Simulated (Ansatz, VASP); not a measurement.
**One calculation of CrO2, two programs**

```
Cr O
1.0
     4.40960    0.00000    0.00000
     0.00000    4.40960    0.00000
     0.00000    0.00000    2.94194
Cr O
2 4
Cartesian
  0.0000 2.2048 0.7355
  2.2048 0.0000 2.2065
  3.0744 0.8696 0.7355
  1.3352 3.5400 0.7355
  0.8696 1.3352 2.2065
  3.5400 3.0744 2.2065
```

Alike in both runs: functional PBEsol; k mesh 5 × 5 × 7; collinear spin; Hubbard terms Cr d U = 4.4 eV, J = 0.9 eV.

Ansatz relaxed the structure, and its values are those at the end. VASP's run is a single point on that final structure, the one shown.

|  | VASP | Ansatz |
| --- | --- | --- |
| version | VASP 6.6.1 | Ansatz 0.2.0 |
| potentials or method | VASP PAW PBE potentials, release 64 (Cr_pv, O), cutoff 520 eV | plane waves, PAW |
| occupations | methfessel-paxton of order 1, width 0.05 eV | cold, width 0.05 eV |
| valence electrons in the cell | 48 | 52 |

VASP gave:

- pressure (GPa): 1.3
- rms of the force components (eV/Å): 0.102
- net moment per atom (μB): 0.67
- size of the moment on the site where the two differ most (μB): 2.30

Task: Estimate Ansatz's values.

Result: Pressure (GPa): 0.0; rms of the force components (eV/Å): 0.000; net moment per atom (μB): 0.67; size of the moment on the site where the two differ most (μB): 1.94.

VASP's potentials were made for PBE, not for PBEsol. Site moments also hang on the region over which each program counts them. The programs project onto different local orbitals, so the same U acts differently, and such runs can settle in different states. VASP's potentials hold 48 valence electrons a cell and Ansatz's 52, so a difference there can come from the potentials and not from the codes. Ansatz's warnings: end state compared, filled band counts differ across k points.
